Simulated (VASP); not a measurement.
Write the native input for VASP 6.6.1 that does the following.

- Task: single point
- Functional: PBE
- Potentials or basis: VASP PAW PBE potentials, release 64 (Zr_sv, O)
- Cutoff: 600 eV
- k mesh: 4 × 4 × 4
- Occupations: fermi-dirac, width 0.1 eV
- Spin: no spin polarisation
- Dipole correction: no
- Further INCAR settings: ALGO = Normal; EDIFF = 1e-06; NBANDS = 19

The structure of ZrO2 lies in POSCAR:

```
ZrO2
1.0
   -2.5580139256      0.0000000000      2.5580139256
    0.0000000000      2.5580139256      2.5580139256
   -2.5580139256      2.5580139256      0.0000000000
Zr O
1 2
Direct
    0.0000000000      0.0000000000      0.0000000000
    0.2500000000      0.2500000000      0.2500000000
    0.7500000000      0.7500000000      0.7500000000
```

The input as run:

INCAR

```
ALGO = Normal
EDIFF = 1E-6
ENCUT = 600
GGA = PE
GGA_COMPAT = F
ISIF = 2
ISMEAR = -1
LASPH = T
LCHARG = F
LREAL = F
LWAVE = F
NBANDS = 19
NELM = 120
PREC = Accurate
SIGMA = 0.1
```

KPOINTS

```
k-points
0
Gamma
  4 4 4
```

Potentials or basis: VASP PAW PBE potentials, release 64 (Zr_sv, O).

Command:

```sh
$ cat potpaw_PBE.64/Zr_sv/POTCAR potpaw_PBE.64/O/POTCAR > POTCAR
$ mpirun -np 1 vasp_std > vasp.out
```

It gave:

```yaml
Pressure: 0.0 GPa
Band_gap_on_the_k_mesh: 3.31 eV, indirect (least direct gap 3.74 eV)
```

Caveat: the k points lie up to 0.53 Å⁻¹ apart.

Wall time 16 s on 1 thread of AMD EPYC 7R13, with other jobs on the host, peak memory 0.13 GiB.
